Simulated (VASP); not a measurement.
Runs of VASP 6.6.1 on MgS. The structure is that of space group F-43m (No. 216), or close to it. The cells are those of the table. 

```csv
cell,gap on the mesh (eV),pressure (GPa)
"a = 4.024, b = 4.024, c = 4.003 Å, angles 60.2, 60.2, 59.7°, 2 atoms",3.40,(b)
"a = 4.044, b = 4.044, c = 4.003 Å, angles 60.3, 60.3, 59.3°, 2 atoms",(c),-0.1
"a = 4.084, b = 4.084, c = 4.003 Å, angles 60.7, 60.7, 58.7°, 2 atoms",3.22,-1.2
"a = 3.983, b = 3.983, c = 4.003 Å, angles 59.8, 59.8, 60.3°, 2 atoms",(a),1.6
"a = 4.064, b = 4.064, c = 4.003 Å, angles 60.5, 60.5, 59.0°, 2 atoms",3.28,-0.7
```

Alike in all rows: task single point; level PBE; potentials or basis VASP PAW PBE potentials, release 64 (Mg, S); no spin polarisation; k mesh 4 × 4 × 4; cutoff (eV) 520; smearing gaussian 0.01 eV.

Problem. Fill in the values left out.

Solution. (a) 3.49; (b) 0.4; (c) 3.34.

Caveats: all runs use coarse meshes.

A k mesh can miss the band edges.
